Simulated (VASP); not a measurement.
Runs of VASP 6.6.1 on P. The structure is that of space group Im-3m (No. 229), or close to it. The cells are those of the table. 

```csv
cell,k mesh,gap on the mesh (eV),pressure (GPa)
"a = 2.326 Å, angles 109.5°, 1 atom",24 × 24 × 24,none,66.6
"a = 2.524 Å, angles 109.5°, 1 atom",22 × 22 × 22,none,(c)
"a = 2.236 Å, angles 109.5°, 1 atom",24 × 24 × 24,none,117.1
"a = 2.409 Å, angles 109.5°, 1 atom",22 × 22 × 22,none,(b)
"a = 2.282 Å, angles 109.5°, 1 atom",24 × 24 × 24,none,88.6
"a = 2.560 Å, angles 109.5°, 1 atom",22 × 22 × 22,none,4.0
"a = 2.449 Å, angles 109.5°, 1 atom",22 × 22 × 22,none,25.6
"a = 2.629 Å, angles 109.5°, 1 atom",20 × 20 × 20,none,(a)
```

Alike in all rows: task single point; level PBE+D3(BJ); potentials or basis VASP PAW PBE potentials, release 64 (P); no spin polarisation; cutoff (eV) 520; smearing gaussian 0.05 eV.

Problem. Estimate the missing entries.

Solution. (a) -4.3; (b) 36.0; (c) 9.8.

Caveats: pairwise dispersion overbinds metals, which lowers pressure and volume.

A gap of «none» marks levels without a gap at the run's occupations.
